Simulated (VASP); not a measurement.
Wanted: the native input for a VASP 6.6.1 run.

```yaml
Task: single point
Functional: PBEsol
Potentials_or_basis: VASP PAW PBE potentials, release 64 (Fe)
Cutoff: 520 eV
k_mesh: 16 × 16 × 16
Occupations: fermi-dirac, width 0.1 eV
Spin: no spin polarisation
Dipole_correction: no
Further_INCAR_settings: ALGO = Normal; EDIFF = 1e-06; NBANDS = 10
```

The structure of Fe lies in POSCAR:

```
Fe
1.0
    2.2366748955      0.0000000000      0.0000000000
    0.0000000000      2.2366748955      0.0000000000
    0.0000000000      0.0000000000      2.2366748955
Fe
1
Direct
    0.0000000000      0.0000000000      0.0000000000
```

These files were run (other wordings do the same):

INCAR

```
SYSTEM = Fe
ALGO     = Normal         ! electronic algorithm
EDIFF    = 1E-6           ! SCF threshold, eV
ENCUT    = 520            ! plane-wave cutoff, eV
GGA      = PS             ! functional
ISIF     = 2              ! what is computed and relaxed
ISMEAR   = -1             ! smearing method
LASPH    = .TRUE.         ! aspherical terms in the spheres
LCHARG   = .TRUE.         ! write CHGCAR
LELF     = .TRUE.         ! ELF
LREAL    = .FALSE.        ! projectors in reciprocal space
LVHAR    = .TRUE.       
LWAVE    = .FALSE.        ! write WAVECAR
NBANDS   = 10             ! bands
NELM     = 60             ! most SCF steps
PREC     = Accurate       ! precision mode
SIGMA    = 0.1            ! smearing width, eV
```

KPOINTS

```
k-points
0
G
  16 16 16
  0 0 0
```

Potentials or basis: VASP PAW PBE potentials, release 64 (Fe).

Run with:

```sh
$ cat potpaw_PBE.64/Fe/POTCAR > POTCAR
$ mpirun -np 1 vasp_std > vasp.out
```

It gave:

| Property | Result |
| --- | --- |
| Pressure | -0.7 GPa |
| Band gap on the k mesh | zero (band 4 reaches 8.35 eV, above the bottom of band 5 at 5.36 eV) |

Caveat: the PAW data sets were made with another functional, which shifts forces and pressure a little; the run has no spin polarisation, though such a crystal can be magnetic.

Run time: 9.9 s on 1 thread of Intel Xeon 6975P-C, with other jobs on the host, peak memory 0.13 GiB.
